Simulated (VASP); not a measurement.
# ScGaS (P-6m2) in VASP: a series of runs

ScGaS is run at these levels: PBE; tasks: single point, relaxation of cell and atoms.

Program: VASP 6.6.1. These are calculated values, not measurements. Logs are shortened: lines on timing, memory, paths and dates and some standing lists are left out, and cuts for length are marked.

## (1) The cell of the first run

The structure is hexagonal, space group P-6m2 (No. 187). Conventional cell: a = 4.456 Å, b = 4.456 Å, c = 3.573 Å, α = 90.00°, β = 90.00°, γ = 120.00°. Within 3.4 Å of Sc (site symmetry -6m2) lie 3 Ga at 2.57 Å and 6 S at 3.13 Å. Within 3.4 Å of Ga (site symmetry -6m2) lie 3 Sc at 2.57 Å and 6 S at 3.13 Å. S (site symmetry -6m2) has 6 Ga at 3.13 Å and 6 Sc at 3.13 Å and 2 S at 3.57 Å within 4.1 Å.

The cell was generated, and may not be a known phase.

## (2) Single point, PBE

INCAR reads:

```
PREC = Accurate
ENCUT = 520
EDIFF = 1E-7
ISMEAR = 0
SIGMA = 0.1
LREAL = F
LASPH = T
NELM = 100
ALGO = Fast
ISIF = 2
LWAVE = F
LCHARG = T
GGA = PE
LELF = T
LVHAR = T
NBANDS = 22
```

KPOINTS reads:

```
regular mesh
0
Gamma
  6 6 6
```

POSCAR reads:

```
ScGaS
1.0
    4.4556948400      0.0000000000      0.0000000000
   -2.2278474200      3.8587449200      0.0000000000
    0.0000000000      0.0000000000      3.5732266400
Sc Ga S
1 1 1
Direct
    0.0000000000      0.0000000000      0.5000000000
    0.3333333300      0.6666666700      0.5000000000
    0.6666666700      0.3333333300      0.0000000000
```

Potentials or basis: VASP PAW PBE potentials, release 64 (Sc_sv, Ga_d, S).

The run is started by

```
> cat potpaw_PBE.64/Sc_sv/POTCAR potpaw_PBE.64/Ga_d/POTCAR potpaw_PBE.64/S/POTCAR > POTCAR
> mpirun -np 1 vasp_std > vasp.out
```

OUTCAR:

```text
PREC = Accurate
   ENCUT = 520
   EDIFF = 1E-7
   ISMEAR = 0
   LREAL = F
   LASPH = T
   NELM = 100
   ISIF = 2
   GGA = PE

 ion  position               nearest neighbor table
   1  0.000  0.000  0.500-   2 2.57   2 2.57   2 2.57
   2  0.333  0.667  0.500-   1 2.57   1 2.57   1 2.57
   3  0.667  0.333  0.000-

  LATTYP: Found a hexagonal cell.
 ALAT       =     4.4556948400
 C/A-ratio  =     0.8019459968

  Lattice vectors:

 A1 = (   4.4556948400,   0.0000000000,   0.0000000000)
 A2 = (  -2.2278474200,   3.8587449200,   0.0000000000)
 A3 = (   0.0000000000,   0.0000000000,   3.5732266400)

Analysis of symmetry for initial positions (statically):
=====================================================================
 Subroutine PRICEL returns:
 Original cell was already a primitive cell.

 Routine SETGRP: Setting up the symmetry group for a
 hexagonal supercell.

 Subroutine GETGRP returns: Found 12 space group operations
 (whereof 12 operations were pure point group operations)
 out of a pool of 24 trial point group operations.

The static configuration has the point symmetry D_3h.

Analysis of symmetry for dynamics (positions and initial velocities):
=====================================================================
 Subroutine PRICEL returns:
 Original cell was already a primitive cell.

 Routine SETGRP: Setting up the symmetry group for a
 hexagonal supercell.

 Subroutine GETGRP returns: Found 12 space group operations
 (whereof 12 operations were pure point group operations)
 out of a pool of 24 trial point group operations.

The dynamic configuration has the point symmetry D_3h.

 Subroutine INISYM returns: Found 12 space group operations
 (whereof 12 operations are pure point group operations),
 and found     1 'primitive' translations

----------------------------------------------------------------------------------------

                                     Primitive cell

  volume of cell :      61.4359

  direct lattice vectors                    reciprocal lattice vectors
     4.455694840  0.000000000  0.000000000     0.224431887  0.129575810  0.000000000
    -2.227847420  3.858744920  0.000000000     0.000000000  0.259151621  0.000000000
     0.000000000  0.000000000  3.573226640     0.000000000  0.000000000  0.279859102
[... 82 lines left out ...]
   LSORBIT =      F    spin-orbit coupling
   LASPH  =      T    aspherical Exc in radial PAW
   ENCUT  =  520.0 eV  38.22 Ry    6.18 a.u.   8.28  8.28  6.64*2*pi/ulx,y,z
   NELM   =    100;   NELMIN=  2; NELMDL= -5     # of ELM steps
   EDIFF  = 0.1E-06   stopping-criterion for ELM
   LREAL  =      F    real-space projection
   EDIFFG = 0.1E-05   stopping-criterion for IOM
   NSW    =      0    number of steps for IOM
   IBRION =     -1    ionic relax: 0-MD 1-quasi-New 2-CG
   NFREE  =      0    steps in history (QN), initial steepest desc. (CG)
   ISIF   =      2    stress and relaxation
   ISYM   =      2    0-nonsym 1-usesym 2-fastsym
   POTIM  = 0.5000    time-step for ionic-motion
   TEBEG  =    0.0;   TEEND  =   0.0 temperature during run
   PSTRESS=    0.0 pullay stress
   NELECT =      30.0000    total number of electrons
   NUPDOWN=      -1.0000    fix difference up-down
   EMIN   =  10.00;   EMAX   =-10.00  energy-range for DOS
   EFERMI =   0.00;   METHOD = LEGACY
   ISMEAR =     0;   SIGMA  =   0.10  broadening in eV -4-tet -1-fermi 0-gaus
   EFERMI_NEDOS =   21; number of points for ismear=-14 and -15
   IALGO  =     68    algorithm
   IMIX   =      4    mixing-type and parameters
     AMIX     =   0.40;   BMIX     =  1.00
     AMIX_MAG =   1.60;   BMIX_MAG =  1.00
  volume/ion in A,a.u.               =      20.48       138.20
  Fermi-wavevector in a.u.,A,eV,Ry     =   1.289163  2.436165 22.612089  1.661942
  Thomas-Fermi vector in A             =   2.421073
   LORBIT       =      0    0 simple, 1 ext, 2 COOP (PROOUT), +10 PAW based schemes
   GGA     = PE    functional components
   LHFCALC =     F    Hartree Fock is set to
   AEXX    =    0.0000 exact exchange contribution
   IVDW    =     0    specifies the selected vdW correction
   LEPSILON=     F    determine dielectric tensor
   LRPA    =     F    only Hartree local field effects (RPA)
 non-spin polarized calculation
 RMM-DIIS sequential band-by-band and
 Gauss-broadening in eV      SIGMA  =   0.10
  energy-cutoff  :      520.00
  volume of cell :       61.44
 maximum number of plane-waves:      1675
 NGX is ok and might be reduce to    36
   NGX = 17   NGY = 17   NGZ = 13

 number of electron      30.0000018 magnetization

 Free energy of the ion-electron system (eV)
  ---------------------------------------------------
  ext. energy  EPLUGINS =         0.00000000
  ---------------------------------------------------
  free energy    TOTEN  =       -13.46977880 eV

  energy without entropy =      -13.45081539  energy(sigma->0) =      -13.46029710

 E-fermi :   5.2647     XC(G=0): -10.2826

 val. band max:        5.2533334363   @ k =   0.3333   0.1667   0.0000
 cond. band min:       5.2739999871   @ k =   0.1667   0.1667   0.5000
 fundamental gap:      0.0206665509
 Fermi energy:         5.2646784061

 k-point     1 :       0.0000    0.0000    0.0000
  band No.  band energies     occupation
      1     -44.7698      2.00000
      2     -23.4489      2.00000
      3     -23.4084      2.00000
      4     -23.4084      2.00000
      5      -9.7853      2.00000
      6      -9.7530      2.00000
[... 589 lines left out ...]
     21       8.5532      0.00000
     22       9.5034      0.00000

 [... further k-points ...]

------------------------ aborting loop because EDIFF is reached ----------------------------------------

  FORCE on cell =-STRESS in cart. coord.  units (eV):
  Direction    XX          YY          ZZ          XY          YZ          ZX
  --------------------------------------------------------------------------------------
  -------------------------------------------------------------------------------------
  Total        1.3266567      1.3266567     -1.3380359     -0.0000000      0.0000000     -0.0000000
  in kB       34.5976878     34.5976877    -34.8944428     -0.0000000      0.0000000     -0.0000000
  external PRESSURE =      11.4336442 kB  Pullay stress =       0.0000000 kB

 VOLUME and BASIS-vectors are now :
 -----------------------------------------------------------------------------
  energy-cutoff  :      520.00
  volume of cell :       61.44
      direct lattice vectors                 reciprocal lattice vectors
     4.455694840  0.000000000  0.000000000     0.224431887  0.129575810  0.000000000
    -2.227847420  3.858744920  0.000000000     0.000000000  0.259151621  0.000000000
     0.000000000  0.000000000  3.573226640     0.000000000  0.000000000  0.279859102

 POSITION                                       TOTAL-FORCE (eV/Angst)
 -----------------------------------------------------------------------------------
      0.00000      0.00000      1.78661         0.000000      0.000000      0.000000
     -0.00000      2.57250      1.78661        -0.000000     -0.000000      0.000000
      2.22785      1.28625      0.00000         0.000000     -0.000000      0.000000
 -----------------------------------------------------------------------------------
    total drift:                               -0.000004      0.000002      0.000000

  FREE ENERGIE OF THE ION-ELECTRON SYSTEM (eV)
  ---------------------------------------------------
  free  energy   TOTEN  =       -13.4697788030 eV

  energy  without entropy=      -13.4508153939  energy(sigma->0) =      -13.46029710
```

stdout:

```text
POSCAR found type information on POSCAR ScGaS
 POSCAR found :  3 types and       3 ions
 scaLAPACK will be used
 LDA part: xc-table for (Slater+PW92), standard interpolation
 POSCAR, INCAR and KPOINTS ok, starting setup
 FFT: planning ... GRIDC
 FFT: planning ... GRID_SOFT
 FFT: planning ... GRID
 WAVECAR not read
 entering main loop
```

It took 84 s on 1 thread of Oxide Virtual Turin-like, shared host; peak memory 0.17 GiB.

Results:

```yaml
Free_energy: -13.4698 eV
Pressure: 1.1 GPa
Band_gap_on_the_k_mesh: zero (bands 15 and 16 overlap by 1.17 eV)
```

Caveat: the stress differs along the axes, from -3 to 3 GPa.

## (3) Single point, PBE

This run uses another cell than the first one, of 19.94 Å³/atom.

INCAR reads:

```
SYSTEM = ScGaS
PREC = Accurate
ENCUT = 520
EDIFF = 1E-6
ISMEAR = 0
SIGMA = 0.1
LREAL = .FALSE.
LASPH = .TRUE.
NELM = 100
ALGO = Fast
ISIF = 2
LWAVE = .FALSE.
LCHARG = .FALSE.
GGA = PE
NBANDS = 22
```

KPOINTS reads:

```
regular mesh
0
G
  12 12 14
  0 0 0
```

POSCAR reads:

```
ScGaS
1.0
    4.5695686498      0.0000000000      0.0000000000
   -2.2847843249      3.9573625351      0.0000000000
    0.0000000000      0.0000000000      3.3075121407
Sc Ga S
1 1 1
Direct
    0.0000000000      0.0000000000      0.5000000000
    0.3333333333      0.6666666667      0.5000000000
    0.6666666667      0.3333333333      0.0000000000
```

Potentials or basis: VASP PAW PBE potentials, release 64 (Sc_sv, Ga_d, S).

The run is started by

```
> cat potpaw_PBE.64/Sc_sv/POTCAR potpaw_PBE.64/Ga_d/POTCAR potpaw_PBE.64/S/POTCAR > POTCAR
> mpirun -np 1 vasp_std > vasp.out
```

Run time: 6.5 min. Hardware: 1 thread of Oxide Virtual Turin-like, shared host; peak memory 0.31 GiB.

The run converged. Its results:

- Free energy: -13.5609 eV
- Pressure: 0.1 GPa
- Band gap on the k mesh: zero (bands 15 and 16 overlap by 0.94 eV)

Stress tensor (GPa, compression positive):
```
0.16 0.00 0.00
0.00 0.16 0.00
0.00 0.00 0.00
```

Levels at points of the mesh, in eV from the Fermi level:
```csv
k point,band 11,band 12,band 13,band 14,band 15,band 16,band 17,band 18,band 19,band 20
"(0.00, 0.00, 0.00)",-5.87,-4.03,-4.03,-1.15,-0.56,0.00,0.00,2.12,2.12,3.87
"(0.50, 0.00, 0.00)",-7.72,-4.16,-3.21,-1.18,0.03,0.37,1.22,2.03,2.24,2.34
"(0.00, 0.00, 0.50)",-7.15,-2.79,-2.79,-1.39,-0.75,-0.69,-0.69,0.81,0.81,3.39
"(0.50, 0.00, 0.50)",-5.43,-4.75,-4.56,-3.32,0.15,0.53,0.63,1.97,2.06,2.67
```

## (4) Relaxation of cell and atoms, PBE

INCAR reads:

```
SYSTEM = ScGaS
ALGO = Fast
EDIFF = 1E-7
EDIFFG = -0.01
ENCUT = 600
GGA = PE
IBRION = 2
ISIF = 3
ISMEAR = 0
LASPH = .True.
LCHARG = .False.
LREAL = .False.
LWAVE = .False.
NELM = 100
NSW = 100
PREC = Accurate
SIGMA = 0.1
```

KPOINTS reads:

```
k-points
0
Gamma
  12 12 14
  0 0 0
```

POSCAR reads:

```
ScGaS
1.0
    4.4556948400      0.0000000000      0.0000000000
   -2.2278474200      3.8587449200      0.0000000000
    0.0000000000      0.0000000000      3.5732266400
Sc Ga S
1 1 1
Direct
    0.0000000000      0.0000000000      0.5000000000
    0.3333333300      0.6666666700      0.5000000000
    0.6666666700      0.3333333300      0.0000000000
```

The run is started by

```
> cat potpaw_PBE.64/Sc_sv/POTCAR potpaw_PBE.64/Ga_d/POTCAR potpaw_PBE.64/S/POTCAR > POTCAR
> mpirun -np 1 vasp_std > vasp.out
```

Wall time 39 min (1 thread of Oxide Virtual Turin-like, shared host); peak memory 0.36 GiB.

The run converged. Its results:

- Free energy: -13.5611 eV
- Relaxed volume: 19.98 Å³/atom
- Relaxed cell: a = 4.574 Å, b = 4.574 Å, c = 3.308 Å, α = 90.00°, β = 90.00°, γ = 120.00°
- Space group after relaxing (to 0.1 Å): P-6m2 (No. 187)
- Energy gained by relaxing: 33.4 meV/atom
- Ionic steps: 8
- Pressure after relaxing: 0.0 GPa
- Band gap on the k mesh: zero (bands 15 and 16 overlap by 0.94 eV)

Step by step:
```
step  energy change (eV)  largest force (eV/Å)  pressure (GPa)  volume (Å³)
   1              0.0000                0.0000            1.20        61.44
   2             -0.0602                0.0000           -1.19        62.76
   3             -0.0673                0.0000           -2.10        63.35
   4             -0.0960                0.0000           -1.01        61.20
   5             -0.0993                0.0000           -0.49        60.35
   6             -0.0993                0.0000           -0.43        60.28
   7             -0.1003                0.0000            0.07        59.87
   8             -0.1003                0.0000           -0.01        59.93
```

Final structure:
```
Sc Ga S
1.0
     4.57378    0.00000    0.00000
    -2.28689    3.96101    0.00000
     0.00000    0.00000    3.30803
Sc Ga S
1 1 1
Direct
  0.00000 0.00000 0.50000
  0.33333 0.66667 0.50000
  0.66667 0.33333 0.00000
```

Levels at points of the mesh, in eV from the Fermi level:
```tsv
k point	band 13	band 14	band 15	band 16	band 17	band 18
(0.00, 0.00, 0.00)	-4.03	-1.14	-0.56	0.00	0.00	2.12
(0.50, 0.00, 0.00)	-3.21	-1.17	0.03	0.37	1.21	2.03
(0.00, 0.00, 0.50)	-2.79	-1.40	-0.75	-0.69	-0.69	0.81
(0.50, 0.00, 0.50)	-4.55	-3.31	0.15	0.52	0.63	1.97
```

## (5) Overview

```tsv
task	cell	k mesh	cutoff (eV)	gap on the mesh (eV)	pressure (GPa)
single point	a = 4.456, b = 4.456, c = 3.573 Å, angles 90.0, 90.0, 120.0°, 3 atoms	6 × 6 × 6	520	none	1.1
single point	a = 4.570, b = 4.570, c = 3.308 Å, angles 90.0, 90.0, 120.0°, 3 atoms	12 × 12 × 14	520	none	0.1
relaxation of cell and atoms	relaxed from a = 4.456, b = 4.456, c = 3.573 Å, angles 90.0, 90.0, 120.0°, 3 atoms	12 × 12 × 14	600	none	0.0
```

Alike in all rows: level PBE; potentials or basis VASP PAW PBE potentials, release 64 (Sc_sv, Ga_d, S); no spin polarisation; smearing gaussian 0.1 eV.

Caveats: the stress differs along the axes, from -3 to 3 GPa (at least some runs).

Absolute energies hang on the potentials; compare differences alone.

The gap in the log of VASP goes by the Fermi energy; the results here count the filled bands.